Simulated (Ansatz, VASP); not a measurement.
# Two plane-wave programs on Cu3O2

```
CELL_PARAMETERS angstrom
-2.03334 2.03334 3.96440
2.03334 -2.03334 3.96440
2.03334 2.03334 -3.96440
ATOMIC_POSITIONS crystal
Cu 0.25000 0.75000 0.50000
Cu 0.75000 0.25000 0.50000
Cu 0.00000 0.00000 0.00000
O 0.00000 0.50000 0.50000
O 0.50000 0.00000 0.50000
```

Alike in both runs: task single point; functional PBE; k mesh 14 × 14 × 14; occupations gaussian, width 0.15 eV; no spin polarisation.

```csv
,VASP,Ansatz
version,VASP 6.6.1,Ansatz 0.2.0
potentials or method,"VASP PAW PBE potentials, release 64 (Cu, O), cutoff 520 eV","scalar-relativistic, plane waves, PAW"
valence electrons in the cell,45,69
```

Ansatz gave:

* gap on the k mesh at the Fermi level (eV): none
* pressure (GPa): -11.7
* traceless stress, the component that is largest in VASP (GPa): -13.51

Problem. What did VASP give for the same quantities?

Solution. gap on the k mesh at the Fermi level (eV): none; pressure (GPa): -11.2; traceless stress, the component that is largest in VASP (GPa): -13.30.

A gap of «none» marks a metal or a gap that the smearing closes. VASP's potentials hold 45 valence electrons a cell and Ansatz's 69, so a difference there can come from the potentials and not from the codes.
